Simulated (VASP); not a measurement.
# Tl: single point with BLYP

Crystal: Tl.

```
CELL_PARAMETERS angstrom
3.38106 0.00000 0.00000
0.00000 3.38106 0.00000
0.00000 0.00000 3.38106
ATOMIC_POSITIONS crystal
Tl 0.00000 0.00000 0.00000
```

```yaml
Program: VASP 6.6.1
Task: single point
Functional: BLYP
Potentials_or_basis: VASP PAW PBE potentials, release 64 (Tl_d)
Cutoff: 520 eV
k_mesh: 15 × 15 × 15
Occupations: fermi-dirac, width 0.1 eV
Spin: no spin polarisation
```

```json
{
 "Pressure": "0.0 GPa"
}
```

Levels at points of the mesh, in eV from the Fermi level:
```
           k point  band 3  band 4  band 5  band 6  band 7  band 8  band 9  band 10
(0.00, 0.00, 0.00)  -11.35  -11.35  -11.35   -8.82    5.74    5.74    5.74     8.59
```

Wall time 26 s on 1 thread of AMD EPYC 9R45 96-Core Processor (Zen 5) (shared host), peak memory 0.16 GiB.

Caveat: the PAW data sets were made with another functional, which shifts forces and pressure a little; spin-orbit coupling is left out, which moves the levels of the heavy elements.
